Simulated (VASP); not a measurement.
Crystal: LiV.

```
CELL_PARAMETERS angstrom
3.27000 0.00000 0.00000
0.00000 3.27000 0.00000
0.00000 0.00000 3.27000
ATOMIC_POSITIONS crystal
Li 0.00000 0.00000 0.00000
V 0.50000 0.50000 0.50000
```

| Item | Value |
| --- | --- |
| Program | VASP 6.6.1 |
| Task | relaxation of cell and atoms |
| Functional | LDA |
| Potentials or basis | VASP PAW LDA potentials, release 64 (Li_sv, V_sv) |
| Cutoff | 600 eV |
| k mesh | 8 × 8 × 8 |
| Occupations | gaussian, width 0.1 eV |
| Spin | collinear spin, ferromagnetic start |
| Starting moments | [0.0, 1.5] μB |

At the start: pressure -16.2 GPa; volume 17.48 Å³/atom.

Q: How do energy, volume and symmetry change on relaxing?

A: Over 5 steps the energy falls by 377.4 meV/atom and the volume is 12.07 Å³/atom (-31.0 %); space group Pm-3m (No. 221, to 0.1 Å) before and after; moment 0.00 μB per cell.

Step by step:
```tsv
step	energy change (eV)	largest force (eV/Å)	pressure (GPa)	volume (Å³)
1	0.0000	0.0000	-16.24	34.97
2	-0.6852	0.0000	-7.84	26.74
3	-0.7535	0.0000	-1.23	24.46
4	-0.7547	0.0000	0.16	24.10
5	-0.7547	0.0000	-0.01	24.14
```

Final structure:
```cif
data_structure
_symmetry_space_group_name_H-M 'P 1'
_symmetry_Int_Tables_number 1
_cell_length_a 2.8901
_cell_length_b 2.8901
_cell_length_c 2.8901
_cell_angle_alpha 90.000
_cell_angle_beta 90.000
_cell_angle_gamma 90.000
_cell_volume 24.14
loop_
_atom_site_label
_atom_site_type_symbol
_atom_site_fract_x
_atom_site_fract_y
_atom_site_fract_z
_atom_site_occupancy
Li1 Li 0.00000 0.00000 0.00000 1
V1 V 0.50000 0.50000 0.50000 1
```

Caveat: the cutoff is under 1.25 times the usual one of these potentials, so pressure, stress and relaxed cells hold a basis-set (Pulay) error; the volume moved by over 15 % at a fixed basis, so the end points are rough; the moments typed at the start vanished in this run.
